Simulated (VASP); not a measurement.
# K2S (Fm-3m) in VASP: further runs, part 2 of 2

VASP 6.6.1.

### 3 Single point, PBEsol (21.87 Å³/atom)

This run uses another cell than the first one, of 21.87 Å³/atom.

File INCAR:

```
ALGO     = Normal         # electronic algorithm
EDIFF    = 1E-6           # SCF threshold, eV
ENCUT    = 500            # plane-wave cutoff, eV
GGA      = PS             # functional
GGA_COMPAT= F            
ISIF     = 2              # what is computed and relaxed
ISMEAR   = -1             # smearing method
LASPH    = T              # aspherical terms in the spheres
LCHARG   = F              # write CHGCAR
LREAL    = F              # projectors in reciprocal space
LWAVE    = F              # write WAVECAR
NBANDS   = 19             # bands
NELM     = 120            # most SCF steps
PREC     = Accurate       # precision mode
SIGMA    = 0.03           # smearing width, eV
```

File KPOINTS:

```
k-points
0
Gamma
  7 7 7
```

File POSCAR:

```
K2S
1.0
    0.0000000000      3.2011866138      3.2011866138
    3.2011866138      0.0000000000      3.2011866138
    3.2011866138      3.2011866138      0.0000000000
K S
2 1
Direct
    0.2500000000      0.2500000000      0.2500000000
    0.7500000000      0.7500000000      0.7500000000
    0.0000000000      0.0000000000      0.0000000000
```

Potentials or basis: VASP PAW PBE potentials, release 64 (K_sv, S).

Run with:

```console
> cat potpaw_PBE.64/K_sv/POTCAR potpaw_PBE.64/S/POTCAR > POTCAR
> mpirun -np 1 vasp_std > vasp.out
```

OUTCAR:

```text
EDIFF = 1E-6
   ENCUT = 500
   GGA = PS
   ISIF = 2
   ISMEAR = -1
   LASPH = T
   LREAL = F
   NELM = 120
   PREC = Accurate

 ion  position               nearest neighbor table
   1  0.250  0.250  0.250-   3 2.77   3 2.77   3 2.77   3 2.77   2 3.20   2 3.20   2 3.20   2 3.20
                             2 3.20   2 3.20
   2  0.750  0.750  0.750-   3 2.77   3 2.77   3 2.77   3 2.77   1 3.20   1 3.20   1 3.20   1 3.20
                             1 3.20   1 3.20
   3  0.000  0.000  0.000-   2 2.77   2 2.77   2 2.77   1 2.77   2 2.77   1 2.77   1 2.77   1 2.77

  LATTYP: Found a face centered cubic cell.
 ALAT       =     6.4023732276

  Lattice vectors:

 A1 = (   0.0000000000,   3.2011866138,   3.2011866138)
 A2 = (   3.2011866138,   0.0000000000,   3.2011866138)
 A3 = (   3.2011866138,   3.2011866138,   0.0000000000)

Analysis of symmetry for initial positions (statically):
=====================================================================
 Subroutine PRICEL returns:
 Original cell was already a primitive cell.

 Routine SETGRP: Setting up the symmetry group for a
 face centered cubic supercell.

 Subroutine GETGRP returns: Found 48 space group operations
 (whereof 48 operations were pure point group operations)
 out of a pool of 48 trial point group operations.

The static configuration has the point symmetry O_h .

Analysis of symmetry for dynamics (positions and initial velocities):
=====================================================================
 Subroutine PRICEL returns:
 Original cell was already a primitive cell.

 Routine SETGRP: Setting up the symmetry group for a
 face centered cubic supercell.

 Subroutine GETGRP returns: Found 48 space group operations
 (whereof 48 operations were pure point group operations)
 out of a pool of 48 trial point group operations.

The dynamic configuration has the point symmetry O_h .

 Subroutine INISYM returns: Found 48 space group operations
 (whereof 48 operations are pure point group operations),
 and found     1 'primitive' translations

----------------------------------------------------------------------------------------

                                     Primitive cell

  volume of cell :      65.6089

  direct lattice vectors                    reciprocal lattice vectors
     0.000000000  3.201186614  3.201186614    -0.156192081  0.156192081  0.156192081
     3.201186614  0.000000000  3.201186614     0.156192081 -0.156192081  0.156192081
     3.201186614  3.201186614  0.000000000     0.156192081  0.156192081 -0.156192081

  length of vectors
     4.527161525  4.527161525  4.527161525     0.270532621  0.270532621  0.270532621

  position of ions in fractional coordinates (direct lattice)
     0.250000000  0.250000000  0.250000000
     0.750000000  0.750000000  0.750000000
     0.000000000  0.000000000  0.000000000

  ion indices of the primitive-cell ions
   primitive index   ion index
                 1           1
                 2           2
                 3           3

----------------------------------------------------------------------------------------

 KPOINTS: k-points

Automatic generation of k-mesh.
 Grid dimensions read from file:
 generate k-points for:    7    7    7

 Generating k-lattice:

  Cartesian coordinates                     Fractional coordinates (reciprocal lattice)
    -0.022313154  0.022313154  0.022313154     0.142857143  0.000000000  0.000000000
     0.022313154 -0.022313154  0.022313154     0.000000000  0.142857143  0.000000000
     0.022313154  0.022313154 -0.022313154     0.000000000  0.000000000  0.142857143

  Length of vectors
     0.038647517  0.038647517  0.038647517

  Shift w.r.t. Gamma in fractional coordinates (k-lattice)
     0.000000000  0.000000000  0.000000000

 Subroutine IBZKPT returns following result:
 ===========================================

 Found     20 irreducible k-points:

 Following reciprocal coordinates:
            Coordinates               Weight
  0.000000  0.000000  0.000000      1.000000
  0.142857  0.000000  0.000000      8.000000
  0.285714  0.000000  0.000000      8.000000
  0.428571  0.000000  0.000000      8.000000
  0.142857  0.142857  0.000000      6.000000
  0.285714  0.142857  0.000000     24.000000
[... 12 lines left out ...]
 -0.428571  0.428571  0.142857     24.000000
 -0.285714  0.428571  0.142857     24.000000
   k-points           NKPTS =     20   k-points in BZ     NKDIM =     20   number of bands    NBANDS=     19
   number of dos      NEDOS =    301   number of ions     NIONS =      3
   total plane-waves  NPLWV =  46656
   dimension x,y,z NGX =    36 NGY =   36 NGZ =   36
   dimension x,y,z NGXF=    72 NGYF=   72 NGZF=   72
   ions per type =               2   1
   NGX,Y,Z   is equivalent  to a cutoff of  13.22, 13.22, 13.22 a.u.
   NGXF,Y,Z  is equivalent  to a cutoff of  26.44, 26.44, 26.44 a.u.
 SYSTEM =  unknown system
   PREC   = accura    normal or accurate (medium, high low for compatibility)
   ISTART =      0    job   : 0-new  1-cont  2-samecut
   ICHARG =      2    charge: 1-file 2-atom 10-const
   ISPIN  =      1    spin polarized calculation?
   LNONCOLLINEAR =      F non collinear calculations
   LSORBIT =      F    spin-orbit coupling
   LASPH  =      T    aspherical Exc in radial PAW
   ENCUT  =  500.0 eV  36.75 Ry    6.06 a.u.   8.25  8.25  8.25*2*pi/ulx,y,z
   NELM   =    120;   NELMIN=  2; NELMDL= -5     # of ELM steps
   EDIFF  = 0.1E-05   stopping-criterion for ELM
   LREAL  =      F    real-space projection
   EDIFFG = 0.1E-04   stopping-criterion for IOM
   NSW    =      0    number of steps for IOM
   IBRION =     -1    ionic relax: 0-MD 1-quasi-New 2-CG
   NFREE  =      0    steps in history (QN), initial steepest desc. (CG)
   ISIF   =      2    stress and relaxation
   ISYM   =      2    0-nonsym 1-usesym 2-fastsym
   POTIM  = 0.5000    time-step for ionic-motion
   TEBEG  =    0.0;   TEEND  =   0.0 temperature during run
   PSTRESS=    0.0 pullay stress
   NELECT =      24.0000    total number of electrons
   NUPDOWN=      -1.0000    fix difference up-down
   EMIN   =  10.00;   EMAX   =-10.00  energy-range for DOS
   EFERMI =   0.00;   METHOD = LEGACY
   ISMEAR =    -1;   SIGMA  =   0.03  broadening in eV -4-tet -1-fermi 0-gaus
   EFERMI_NEDOS =   21; number of points for ismear=-14 and -15
   IALGO  =     38    algorithm
   IMIX   =      4    mixing-type and parameters
     AMIX     =   0.40;   BMIX     =  1.00
     AMIX_MAG =   1.60;   BMIX_MAG =  1.00
  volume/ion in A,a.u.               =      21.87       147.58
  Fermi-wavevector in a.u.,A,eV,Ry     =   1.170822  2.212533 18.651199  1.370824
  Thomas-Fermi vector in A             =   2.307275
   LORBIT       =      0    0 simple, 1 ext, 2 COOP (PROOUT), +10 PAW based schemes
   GGA     = PS    functional components
   LHFCALC =     F    Hartree Fock is set to
   AEXX    =    0.0000 exact exchange contribution
   IVDW    =     0    specifies the selected vdW correction
   LEPSILON=     F    determine dielectric tensor
   LRPA    =     F    only Hartree local field effects (RPA)
 non-spin polarized calculation
  energy-cutoff  :      500.00
  volume of cell :       65.61
 maximum number of plane-waves:      1687
 NGX is ok and might be reduce to    36
   NGX = 17   NGY = 17   NGZ = 17

 number of electron      24.0000001 magnetization

 Free energy of the ion-electron system (eV)
  ---------------------------------------------------
  ext. energy  EPLUGINS =         0.00000000
  ---------------------------------------------------
  free energy    TOTEN  =        -8.38309204 eV

  energy without entropy =       -8.38309204  energy(sigma->0) =       -8.38309204

 E-fermi :   2.3937     XC(G=0):  -9.3289

 val. band max:        1.6609532398   @ k =  -0.4286   0.4286   0.0000
 cond. band min:       4.8763434107   @ k =  -0.4286   0.4286   0.0000
 fundamental gap:      3.2153901709
 Fermi energy:         2.3936869422

 k-point     1 :       0.0000    0.0000    0.0000
  band No.  band energies     occupation
      1     -27.0554      2.00000
      2     -26.6220      2.00000
      3     -10.8902      2.00000
      4     -10.8902      2.00000
      5     -10.8902      2.00000
      6     -10.1554      2.00000
[... 11 lines left out ...]
     18      10.6222      0.00000
     19      12.0506      0.00000
[... 401 lines left out ...]
      3     -11.8215      2.00000
      4     -11.2390      2.00000
      5     -10.7666      2.00000
      6     -10.4825      2.00000
[... 11 lines left out ...]
     18      10.2699      0.00000
     19      10.7725      0.00000

------------------------ aborting loop because EDIFF is reached ----------------------------------------

  FORCE on cell =-STRESS in cart. coord.  units (eV):
  Direction    XX          YY          ZZ          XY          YZ          ZX
  --------------------------------------------------------------------------------------
  -------------------------------------------------------------------------------------
  Total        8.3552735      8.3552735      8.3552735      0.0000000      0.0000000      0.0000000
  in kB      204.0366963    204.0366963    204.0366963      0.0000000      0.0000000      0.0000000
  external PRESSURE =     204.0366963 kB  Pullay stress =       0.0000000 kB

 VOLUME and BASIS-vectors are now :
 -----------------------------------------------------------------------------
  energy-cutoff  :      500.00
  volume of cell :       65.61
      direct lattice vectors                 reciprocal lattice vectors
     0.000000000  3.201186614  3.201186614    -0.156192081  0.156192081  0.156192081
     3.201186614  0.000000000  3.201186614     0.156192081 -0.156192081  0.156192081
     3.201186614  3.201186614  0.000000000     0.156192081  0.156192081 -0.156192081

 POSITION                                       TOTAL-FORCE (eV/Angst)
 -----------------------------------------------------------------------------------
      1.60059      1.60059      1.60059        -0.000000     -0.000000     -0.000000
      4.80178      4.80178      4.80178         0.000000      0.000000      0.000000
      0.00000      0.00000      0.00000         0.000000      0.000000      0.000000
 -----------------------------------------------------------------------------------
    total drift:                                0.000000      0.000000      0.000000

  FREE ENERGIE OF THE ION-ELECTRON SYSTEM (eV)
  ---------------------------------------------------
  free  energy   TOTEN  =        -8.3830920377 eV

  energy  without entropy=       -8.3830920377  energy(sigma->0) =       -8.38309204
```

It took 43 s on 1 thread of Intel Xeon 8259CL, shared host; peak memory 0.21 GiB.

Results:

| Quantity | Value |
| --- | --- |
| Free energy | -8.3831 eV |
| Pressure | 20.4 GPa |
| Band gap on the k mesh | 3.22 eV |

Caveat: the cell stands under pressure; the PAW data sets were made with another functional, which shifts forces and pressure a little; an odd mesh through Γ misses points on the zone boundary, where band edges can lie.

### 4 Single point, PBEsol (23.55 Å³/atom)

This run uses another cell than the first one, of 23.55 Å³/atom.

File INCAR:

```
SYSTEM = K2S
  ALGO = Normal
  EDIFF = 1E-6
  ENCUT = 500
  GGA = PS
  GGA_COMPAT = .False.
  ISIF = 2
  ISMEAR = -1
  LASPH = .True.
  LCHARG = .False.
  LREAL = .False.
  LWAVE = .False.
  NBANDS = 19
  NELM = 120
  PREC = Accurate
  SIGMA = 0.03
```

File KPOINTS:

```
k-points
0
Gamma
  7 7 7
  0 0 0
```

File POSCAR:

```
K2S
1.0
    0.0000000000      3.2812492384      3.2812492384
    3.2812492384      0.0000000000      3.2812492384
    3.2812492384      3.2812492384      0.0000000000
K S
2 1
Direct
    0.2500000000      0.2500000000      0.2500000000
    0.7500000000      0.7500000000      0.7500000000
    0.0000000000      0.0000000000      0.0000000000
```

Potentials or basis: VASP PAW PBE potentials, release 64 (K_sv, S).

Run with:

```console
> cat potpaw_PBE.64/K_sv/POTCAR potpaw_PBE.64/S/POTCAR > POTCAR
> mpirun -np 1 vasp_std > vasp.out
```

OUTCAR:

```text
SYSTEM = K2S
   EDIFF = 1E-6
   ENCUT = 500
   GGA = PS
   ISIF = 2
   ISMEAR = -1
   LASPH = .True.
   LREAL = .False.
   NELM = 120
   PREC = Accurate

 ion  position               nearest neighbor table
   1  0.250  0.250  0.250-   3 2.84   3 2.84   3 2.84   3 2.84   2 3.28   2 3.28   2 3.28   2 3.28
                             2 3.28   2 3.28
   2  0.750  0.750  0.750-   3 2.84   3 2.84   3 2.84   3 2.84   1 3.28   1 3.28   1 3.28   1 3.28
                             1 3.28   1 3.28
   3  0.000  0.000  0.000-   2 2.84   2 2.84   2 2.84   1 2.84   2 2.84   1 2.84   1 2.84   1 2.84

  LATTYP: Found a face centered cubic cell.
 ALAT       =     6.5624984768

  Lattice vectors:

 A1 = (   0.0000000000,   3.2812492384,   3.2812492384)
 A2 = (   3.2812492384,   0.0000000000,   3.2812492384)
 A3 = (   3.2812492384,   3.2812492384,   0.0000000000)

Analysis of symmetry for initial positions (statically):
=====================================================================
 Subroutine PRICEL returns:
 Original cell was already a primitive cell.

 Routine SETGRP: Setting up the symmetry group for a
 face centered cubic supercell.

[... 162 lines left out ...]

 E-fermi :   1.9793     XC(G=0):  -8.9952

 val. band max:        1.1913486001   @ k =  -0.4286   0.4286   0.0000
 cond. band min:       4.3767549758   @ k =   0.0000   0.0000   0.0000
 fundamental gap:      3.1854063757
 Fermi energy:         1.9792621219

 k-point     1 :       0.0000    0.0000    0.0000
  band No.  band energies     occupation
      1     -27.4839      2.00000
      2     -27.1502      2.00000
      3     -11.2904      2.00000
      4     -11.2904      2.00000
      5     -11.2904      2.00000
      6     -10.6718      2.00000
[... 417 lines left out ...]
      6     -10.9417      2.00000
[... 11 lines left out ...]
     18       9.6664      0.00000
     19      10.2432      0.00000

------------------------ aborting loop because EDIFF is reached ----------------------------------------

  FORCE on cell =-STRESS in cart. coord.  units (eV):
  Direction    XX          YY          ZZ          XY          YZ          ZX
  --------------------------------------------------------------------------------------
  -------------------------------------------------------------------------------------
  Total        6.2884911      6.2884911      6.2884911      0.0000000      0.0000000      0.0000000
  in kB      142.5966678    142.5966678    142.5966678      0.0000000      0.0000000      0.0000000
  external PRESSURE =     142.5966678 kB  Pullay stress =       0.0000000 kB

 VOLUME and BASIS-vectors are now :
 -----------------------------------------------------------------------------
  energy-cutoff  :      500.00
  volume of cell :       70.66
      direct lattice vectors                 reciprocal lattice vectors
     0.000000000  3.281249238  3.281249238    -0.152380988  0.152380988  0.152380988
     3.281249238  0.000000000  3.281249238     0.152380988 -0.152380988  0.152380988
     3.281249238  3.281249238  0.000000000     0.152380988  0.152380988 -0.152380988

 POSITION                                       TOTAL-FORCE (eV/Angst)
 -----------------------------------------------------------------------------------
      1.64062      1.64062      1.64062        -0.000000     -0.000000     -0.000000
      4.92187      4.92187      4.92187         0.000000      0.000000      0.000000
      0.00000      0.00000      0.00000         0.000000     -0.000000      0.000000
 -----------------------------------------------------------------------------------
    total drift:                                0.000000      0.000000      0.000000

  FREE ENERGIE OF THE ION-ELECTRON SYSTEM (eV)
  ---------------------------------------------------
  free  energy   TOTEN  =        -8.9255374604 eV

  energy  without entropy=       -8.9255374604  energy(sigma->0) =       -8.92553746
```

OSZICAR:

```text
N       E                     dE             d eps       ncg     rms          rms(c)
DAV:   1     0.163742914882E+03    0.16374E+03   -0.11304E+04   760   0.112E+03
DAV:   2     0.180050873700E+01   -0.16194E+03   -0.15572E+03   844   0.318E+02
DAV:   3    -0.101087828585E+02   -0.11909E+02   -0.11867E+02  1408   0.684E+01
DAV:   4    -0.103318779026E+02   -0.22310E+00   -0.22297E+00  1056   0.875E+00
DAV:   5    -0.103393302453E+02   -0.74523E-02   -0.74516E-02  1258   0.117E+00    0.920E+00
DAV:   6    -0.900591727040E+01    0.13334E+01   -0.33138E+00   832   0.863E+00    0.815E+00
DAV:   7    -0.891680627328E+01    0.89111E-01   -0.11701E+00   962   0.430E+00    0.544E+00
DAV:   8    -0.895019766649E+01   -0.33391E-01   -0.42542E-01   838   0.327E+00    0.189E+00
DAV:   9    -0.892289626480E+01    0.27301E-01   -0.16584E-01   905   0.177E+00    0.260E-01
DAV:  10    -0.892536154493E+01   -0.24653E-02   -0.11762E-02   913   0.490E-01    0.251E-01
DAV:  11    -0.892551303301E+01   -0.15149E-03   -0.59152E-04  1033   0.114E-01    0.135E-01
DAV:  12    -0.892551824806E+01   -0.52151E-05   -0.29687E-04   938   0.835E-02    0.484E-02
DAV:  13    -0.892553739460E+01   -0.19147E-04   -0.50888E-05   898   0.367E-02    0.159E-02
DAV:  14    -0.892553746039E+01   -0.65795E-07   -0.26714E-06  1013   0.111E-02
   1 F= -.89255375E+01 E0= -.89255375E+01  d E =-.933447E-12
```

It took 43 s on 1 thread of Intel Xeon 8259CL, shared host; peak memory 0.2 GiB.

Results:

| Item | Value |
| --- | --- |
| Free energy | -8.9255 eV |
| Pressure | 14.3 GPa |
| Band gap on the k mesh | 3.19 eV (least direct gap 3.32 eV) |

Levels at points of the mesh, in eV from the valence-band top:
| k point | band 10 | band 11 | band 12 | band 13 | band 14 | band 15 |
| --- | --- | --- | --- | --- | --- | --- |
| (0.00, 0.00, 0.00) | -0.76 | -0.76 | -0.76 | 3.19 | 5.11 | 5.11 |

Caveat: the cell stands under pressure; the PAW data sets were made with another functional, which shifts forces and pressure a little; an odd mesh through Γ misses points on the zone boundary, where band edges can lie.

### 5 Summary

```csv
cell,gap on the mesh (eV),pressure (GPa)
"a = 3.851 Å, angles 60.0°, 3 atoms",2.21,117.5
"a = 4.527 Å, angles 60.0°, 3 atoms",3.22,20.4
"a = 4.640 Å, angles 60.0°, 3 atoms",3.19,14.3
```

Alike in all rows: task single point; level PBEsol; potentials or basis VASP PAW PBE potentials, release 64 (K_sv, S); no spin polarisation; k mesh 7 × 7 × 7; cutoff (eV) 500; smearing fermi-dirac 0.03 eV.

Caveats: the cell stands under pressure; the PAW data sets were made with another functional, which shifts forces and pressure a little; an odd mesh through Γ misses points on the zone boundary, where band edges can lie.

Absolute energies hang on the potentials; compare differences alone.
